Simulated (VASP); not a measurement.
# RbBr in VASP: notebook, part 2 of 2

VASP 6.6.1.

### Step 3. Single point, PBEsol (strain -0.025 along x and y, -0.025 along z)

Input file INCAR:

```
ALGO = Normal
EDIFF = 1E-6
ENCUT = 520
GGA = PS
ISIF = 2
ISMEAR = 0
LASPH = T
LCHARG = F
LREAL = F
LWAVE = F
NBANDS = 15
NELM = 100
PREC = Accurate
SIGMA = 0.05
```

Input file KPOINTS:

```
k-points
0
Gamma
  6 6 6
```

Input file POSCAR:

```
RbBr
1.0
    4.0229253675      0.0000000000      0.0000000000
    0.0000000000      4.0229253675      0.0000000000
    0.0000000000      0.0000000000      4.0229253675
Rb Br
1 1
Direct
    0.0000000000      0.0000000000      0.0000000000
    0.5000000000      0.5000000000      0.5000000000
```

Potentials or basis: VASP PAW PBE potentials, release 64 (Rb_sv, Br).

Command:

```bash
$ cat potpaw_PBE.64/Rb_sv/POTCAR potpaw_PBE.64/Br/POTCAR > POTCAR
$ mpirun -np 1 vasp_std > vasp.out
```

OUTCAR:

```text
EDIFF = 1E-6
   ENCUT = 520
   GGA = PS
   ISIF = 2
   ISMEAR = 0
   LASPH = T
   LREAL = F
   NELM = 100
   PREC = Accurate

 ion  position               nearest neighbor table
   1  0.000  0.000  0.000-   2 3.48   2 3.48   2 3.48   2 3.48   2 3.48   2 3.48   2 3.48   2 3.48

   2  0.500  0.500  0.500-   1 3.48   1 3.48   1 3.48   1 3.48   1 3.48   1 3.48   1 3.48   1 3.48

  LATTYP: Found a simple cubic cell.
 ALAT       =     4.0229253675

  Lattice vectors:

 A1 = (   4.0229253675,   0.0000000000,   0.0000000000)
 A2 = (   0.0000000000,   4.0229253675,   0.0000000000)
 A3 = (   0.0000000000,   0.0000000000,   4.0229253675)

Analysis of symmetry for initial positions (statically):
=====================================================================
 Subroutine PRICEL returns:
 Original cell was already a primitive cell.

 Routine SETGRP: Setting up the symmetry group for a
 simple cubic supercell.

 Subroutine GETGRP returns: Found 48 space group operations
 (whereof 48 operations were pure point group operations)
 out of a pool of 48 trial point group operations.
[... 170 lines left out ...]
      3      -9.2965      2.00000
      4      -9.2965      2.00000
      5      -9.2965      2.00000
      6      -0.5455      2.00000
      7      -0.5455      2.00000
      8      -0.5455      2.00000
      9       3.7769      0.00000
     10       4.9621      0.00000
     11       4.9621      0.00000
     12       9.7131      0.00000
     13       9.7131      0.00000
     14       9.7131      0.00000
[... 329 lines left out ...]
      2     -12.7914      2.00000
      3      -9.5807      2.00000
      4      -9.5807      2.00000
      5      -9.5807      2.00000
      6      -1.9554      2.00000
      7      -1.9554      2.00000
      8      -1.9554      2.00000
      9       7.9691      0.00000
     10       7.9691      0.00000
     11       7.9691      0.00000
     12       9.2826      0.00000
     13       9.2826      0.00000
     14       9.2826      0.00000
     15      12.2182      0.00000

------------------------ aborting loop because EDIFF is reached ----------------------------------------

  FORCE on cell =-STRESS in cart. coord.  units (eV):
  Direction    XX          YY          ZZ          XY          YZ          ZX
  --------------------------------------------------------------------------------------
  -------------------------------------------------------------------------------------
  Total        0.3012400      0.3012400      0.3012400     -0.0000000     -0.0000000      0.0000000
  in kB        7.4130572      7.4130572      7.4130572     -0.0000000     -0.0000000      0.0000000
  external PRESSURE =       7.4130572 kB  Pullay stress =       0.0000000 kB

 VOLUME and BASIS-vectors are now :
 -----------------------------------------------------------------------------
  energy-cutoff  :      520.00
  volume of cell :       65.11
      direct lattice vectors                 reciprocal lattice vectors
     4.022925368  0.000000000  0.000000000     0.248575330  0.000000000  0.000000000
     0.000000000  4.022925368  0.000000000     0.000000000  0.248575330  0.000000000
     0.000000000  0.000000000  4.022925368     0.000000000  0.000000000  0.248575330

 POSITION                                       TOTAL-FORCE (eV/Angst)
 -----------------------------------------------------------------------------------
      0.00000      0.00000      0.00000         0.000000      0.000000      0.000000
      2.01146      2.01146      2.01146         0.000000      0.000000      0.000000
 -----------------------------------------------------------------------------------
    total drift:                                0.000000      0.000000     -0.000000

  FREE ENERGIE OF THE ION-ELECTRON SYSTEM (eV)
  ---------------------------------------------------
  free  energy   TOTEN  =        -6.2949404357 eV

  energy  without entropy=       -6.2949404357  energy(sigma->0) =       -6.29494044
```

OSZICAR:

```text
N       E                     dE             d eps       ncg     rms          rms(c)
DAV:   1     0.782610600543E+02    0.78261E+02   -0.69246E+03   600   0.938E+02
DAV:   2    -0.144017672222E+01   -0.79701E+02   -0.72991E+02   811   0.170E+02
DAV:   3    -0.635950704205E+01   -0.49193E+01   -0.48937E+01   782   0.422E+01
DAV:   4    -0.649968027996E+01   -0.14017E+00   -0.14016E+00   857   0.672E+00
DAV:   5    -0.650066283422E+01   -0.98255E-03   -0.98255E-03   832   0.530E-01    0.289E+00
DAV:   6    -0.632366376663E+01    0.17700E+00   -0.14765E-01   740   0.224E+00    0.196E+00
DAV:   7    -0.629355621498E+01    0.30108E-01   -0.84659E-02   740   0.174E+00    0.947E-01
DAV:   8    -0.629499623799E+01   -0.14400E-02   -0.11136E-02   673   0.617E-01    0.131E-01
DAV:   9    -0.629486199891E+01    0.13424E-03   -0.45366E-04   789   0.119E-01    0.480E-02
DAV:  10    -0.629493983055E+01   -0.77832E-04   -0.16485E-04   659   0.803E-02    0.854E-03
DAV:  11    -0.629494043569E+01   -0.60514E-06   -0.46527E-06   854   0.133E-02
   1 F= -.62949404E+01 E0= -.62949404E+01  d E =-.169369E-19
```

It took 15 s on 1 thread of AMD EPYC 7R13 (Zen 3), shared host; peak memory 0.14 GiB.

What came out:

```yaml
Free_energy: -6.2949 eV
Pressure: 0.7 GPa
Band_gap_on_the_k_mesh: 4.16 eV (least direct gap 4.32 eV)
```

Caveat: the cell differs from its parent crystal (strain -0.025 along x and y, -0.025 along z); the PAW data sets were made with another functional, which shifts forces and pressure a little. A k mesh can miss the band edges.

### Step 4. Single point, PBEsol (strain +0.025 along x and y, +0.025 along z)

Input file INCAR:

```
PREC = Accurate
ENCUT = 520
EDIFF = 1E-6
ISMEAR = 0
SIGMA = 0.05
LREAL = F
LASPH = T
NELM = 80
ALGO = Normal
ISIF = 2
LWAVE = F
LCHARG = F
GGA = PS
NBANDS = 15
```

Input file KPOINTS:

```
regular mesh
0
Gamma
  6 6 6
```

Input file POSCAR:

```
RbBr
1.0
    4.2292292325      0.0000000000      0.0000000000
    0.0000000000      4.2292292325      0.0000000000
    0.0000000000      0.0000000000      4.2292292325
Rb Br
1 1
Direct
    0.0000000000      0.0000000000      0.0000000000
    0.5000000000      0.5000000000      0.5000000000
```

Command:

```bash
$ cat potpaw_PBE.64/Rb_sv/POTCAR potpaw_PBE.64/Br/POTCAR > POTCAR
$ mpirun -np 1 vasp_std > vasp.out
```

Run time: 17 s. Hardware: 1 thread of AMD EPYC 7R13 (Zen 3), shared host; peak memory 0.15 GiB.

The run converged. Its results:

- Free energy: -6.2624 eV
- Pressure: -1.4 GPa
- Band gap on the k mesh: 3.69 eV (least direct gap 3.84 eV)

Levels at points of the mesh, in eV from the valence-band top:
| k point | band 6 | band 7 | band 8 | band 9 | band 10 | band 11 |
| --- | --- | --- | --- | --- | --- | --- |
| (0.00, 0.00, 0.00) | -0.15 | -0.15 | -0.15 | 3.69 | 5.54 | 5.54 |
| (0.50, 0.00, 0.00) | -1.57 | -0.20 | -0.20 | 6.60 | 6.77 | 7.14 |
| (0.50, 0.50, 0.00) | -0.98 | -0.98 | 0.00 | 5.15 | 6.03 | 7.83 |
| (0.50, 0.50, 0.50) | -1.19 | -1.19 | -1.19 | 7.85 | 7.85 | 7.85 |

Caveat: the cell differs from its parent crystal (strain +0.025 along x and y, +0.025 along z); the PAW data sets were made with another functional, which shifts forces and pressure a little.

### Step 5. Single point, PBEsol (strain +0.050 along x and y, +0.050 along z)

Input file INCAR:

```
PREC     = Accurate       # precision mode
ENCUT    = 520            # plane-wave cutoff, eV
EDIFF    = 1E-6           # SCF threshold, eV
ISMEAR   = 0              # smearing method
SIGMA    = 0.05           # smearing width, eV
LREAL    = F              # projectors in reciprocal space
LASPH    = T              # aspherical terms in the spheres
NELM     = 100            # most SCF steps
ALGO     = Normal         # electronic algorithm
ISIF     = 2              # what is computed and relaxed
LWAVE    = F              # write WAVECAR
LCHARG   = F              # write CHGCAR
GGA      = PS             # functional
NBANDS   = 15             # bands
```

Input file KPOINTS:

```
Automatic mesh
0
Gamma
  6 6 6
```

Input file POSCAR:

```
RbBr
1.0
    4.3323811650      0.0000000000      0.0000000000
    0.0000000000      4.3323811650      0.0000000000
    0.0000000000      0.0000000000      4.3323811650
Rb Br
1 1
Direct
    0.0000000000      0.0000000000      0.0000000000
    0.5000000000      0.5000000000      0.5000000000
```

Command:

```bash
$ cat potpaw_PBE.64/Rb_sv/POTCAR potpaw_PBE.64/Br/POTCAR > POTCAR
$ mpirun -np 1 vasp_std > vasp.out
```

Wall time 17 s (1 thread of AMD EPYC 7R13 (Zen 3), shared host); peak memory 0.15 GiB.

The run converged. Its results:

```
Free energy            : -6.2022 eV
Pressure               : -1.9 GPa
Band gap on the k mesh : 3.50 eV (least direct gap 3.65 eV)
```

Levels at points of the mesh, in eV from the valence-band top:
```
           k point  band 5  band 6  band 7  band 8  band 9  band 10  band 11  band 12
(0.00, 0.00, 0.00)   -9.29   -0.14   -0.14   -0.14    3.50     5.60     5.60     9.49
(0.50, 0.00, 0.00)   -9.26   -1.40   -0.17   -0.17    6.31     6.74     6.78     8.53
(0.50, 0.50, 0.00)   -9.24   -0.90   -0.90    0.00    5.11     5.96     7.76     7.76
(0.50, 0.50, 0.50)   -9.44   -1.04   -1.04   -1.04    7.62     7.62     7.62     8.62
```

Caveat: the cell differs from its parent crystal (strain +0.050 along x and y, +0.050 along z); the PAW data sets were made with another functional, which shifts forces and pressure a little. A k mesh can miss the band edges.

### Step 6. Single point, PBEsol (strain -0.050 along x and y, -0.025 along z)

Input file INCAR:

```
SYSTEM = RbBr
  PREC = Accurate
  ENCUT = 520
  EDIFF = 1E-6
  ISMEAR = 0
  SIGMA = 0.05
  LREAL = .FALSE.
  LASPH = .TRUE.
  NELM = 60
  ALGO = Normal
  ISIF = 2
  LWAVE = .FALSE.
  LCHARG = .FALSE.
  GGA = PS
  NBANDS = 15
```

Input file KPOINTS:

```
regular mesh
0
G
  6 6 6
  0 0 0
```

Input file POSCAR:

```
RbBr
1.0
    3.9197734350      0.0000000000      0.0000000000
    0.0000000000      3.9197734350      0.0000000000
    0.0000000000      0.0000000000      4.0229253675
Rb Br
1 1
Direct
    0.0000000000      0.0000000000      0.0000000000
    0.5000000000      0.5000000000      0.5000000000
```

Potentials or basis: VASP PAW PBE potentials, release 64 (Rb_sv, Br).

Command:

```bash
$ cat potpaw_PBE.64/Rb_sv/POTCAR potpaw_PBE.64/Br/POTCAR > POTCAR
$ mpirun -np 1 vasp_std > vasp.out
```

It took 24 s on 1 thread of AMD EPYC 7R13 (Zen 3), shared host; peak memory 0.15 GiB.

It converged, with:

```yaml
Free_energy: -6.2644 eV
Pressure: 2.0 GPa
Band_gap_on_the_k_mesh: 4.31 eV (least direct gap 4.46 eV)
```

Stress tensor (GPa, compression positive):
```
2.25 0.00 0.00
0.00 2.25 0.00
0.00 0.00 1.39
```

Levels at points of the mesh, in eV from the valence-band top:
```
           k point  band 4  band 5  band 6  band 7  band 8  band 9  band 10  band 11  band 12  band 13
(0.00, 0.00, 0.00)   -8.88   -8.88   -0.30   -0.15   -0.15    4.31     5.16     5.27    10.10    10.10
(0.50, 0.00, 0.00)   -8.83   -8.80   -2.19   -0.47   -0.28    6.73     7.52     8.26     8.51    10.14
(0.50, 0.50, 0.00)   -9.38   -8.77   -1.27   -1.27   -0.13    5.17     5.98     7.72     7.72    11.68
(0.00, 0.00, 0.50)   -8.81   -8.81   -2.17   -0.32   -0.32    6.67     7.48     8.07     8.54    10.38
(0.50, 0.00, 0.50)   -9.33   -8.76   -1.30   -1.22    0.00    5.13     6.21     7.96     8.04    11.56
(0.50, 0.50, 0.50)   -9.25   -9.17   -1.78   -1.78   -1.73    8.40     8.55     8.55     9.71     9.97
```

Caveat: the cell differs from its parent crystal (strain -0.050 along x and y, -0.025 along z); the PAW data sets were made with another functional, which shifts forces and pressure a little. A k mesh can miss the band edges.

### Step 7. Overview

| cell | gap on the mesh (eV) | pressure (GPa) |
| --- | --- | --- |
| a = 3.920 Å, 2 atoms | 4.48 | 2.7 |
| a = 4.023 Å, 2 atoms | 4.16 | 0.7 |
| a = 4.229 Å, 2 atoms | 3.69 | -1.4 |
| a = 4.332 Å, 2 atoms | 3.50 | -1.9 |
| a = 3.920, b = 3.920, c = 4.023 Å, 2 atoms | 4.31 | 2.0 |

Alike in all rows: task single point; level PBEsol; potentials or basis VASP PAW PBE potentials, release 64 (Rb_sv, Br); no spin polarisation; k mesh 6 × 6 × 6; cutoff (eV) 520; smearing gaussian 0.05 eV.

Caveats: the PAW data sets were made with another functional, which shifts forces and pressure a little.

Absolute energies hang on the potentials; compare differences alone.
